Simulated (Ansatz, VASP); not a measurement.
## One calculation of BePd, two programs

File INCAR:

```
SYSTEM = BePd
ALGO = Normal ; EDIFF = 1E-7
ENCUT = 520 ; GGA = CA
ISIF = 2 ; ISMEAR = -1
LASPH = .TRUE. ; LCHARG = .FALSE.
LREAL = .FALSE. ; LWAVE = .FALSE.
NBANDS = 13 ; NELM = 80
PREC = Accurate ; SIGMA = 0.08
```

Contents of KPOINTS:

```
k-points
0
G
  12 12 12
  0 0 0
```

File POSCAR:

```
BePd
1.0
    2.7848700000      0.0000000000      0.0000000000
    0.0000000000      2.7848700000      0.0000000000
    0.0000000000      0.0000000000      2.8130000000
Be Pd
1 1
Direct
    0.0000000000      0.0000000000      0.0000000000
    0.5000000000      0.5000000000      0.5000000000
```

Input for Ansatz:

```yaml
crystal:
  lattice:
    - [2.78487, 0.0, 0.0]
    - [0.0, 2.78487, 0.0]
    - [0.0, 0.0, 2.813]
  atoms:
    - { symbol: Be, position: [0.0, 0.0, 0.0] }
    - { symbol: Pd, position: [0.5, 0.5, 0.5] }
kpoints:
  mp_grid: { grid: [12, 12, 12] }
  band_path:
    path:
      - [0.0, 0.0, 0.0]
      - [0.0, 0.5, 0.0]
      - [0.5, 0.5, 0.0]
      - [0.0, 0.0, 0.0]
      - [0.0, 0.0, 0.5]
      - [0.0, 0.5, 0.5]
      - [0.5, 0.5, 0.5]
      - [0.0, 0.0, 0.5]
      - [0.0, 0.5, 0.0]
    npoints: 5
scf:
  occupations: { method: fermi_dirac, width: 0.08 }
hamiltonian:
  xc: lda
  pseudopotentials: { kind: all_electron, lapw: { basis_error: 0.001 } }
output:
  forces: true
  stress: true
  eigenvalues: true
```

Change from the starting cell: equal xx and yy strain of -1 %.

Alike in both runs: task single point; functional LDA; k mesh 12 × 12 × 12; occupations fermi-dirac, width 0.08 eV; no spin polarisation.

|  | VASP | Ansatz |
| --- | --- | --- |
| version | VASP 6.6.1 | Ansatz 0.2.0 |
| potentials or method | VASP PAW LDA potentials, release 64 (Be, Pd), cutoff 520 eV | all-electron LAPW, scalar-relativistic |

|  | VASP | Ansatz | Ansatz less VASP |
| --- | --- | --- | --- |
| pressure (GPa) | -3.8 | -4.5 | -0.66 |
| traceless stress, the component that is largest in VASP (GPa) | -0.30 | -0.30 | +0.008 |

LDA's correlation is that of Perdew and Zunger in VASP and of Perdew and Wang (1992) in Ansatz. Ansatz ran all-electron here, and VASP with PAW potentials.
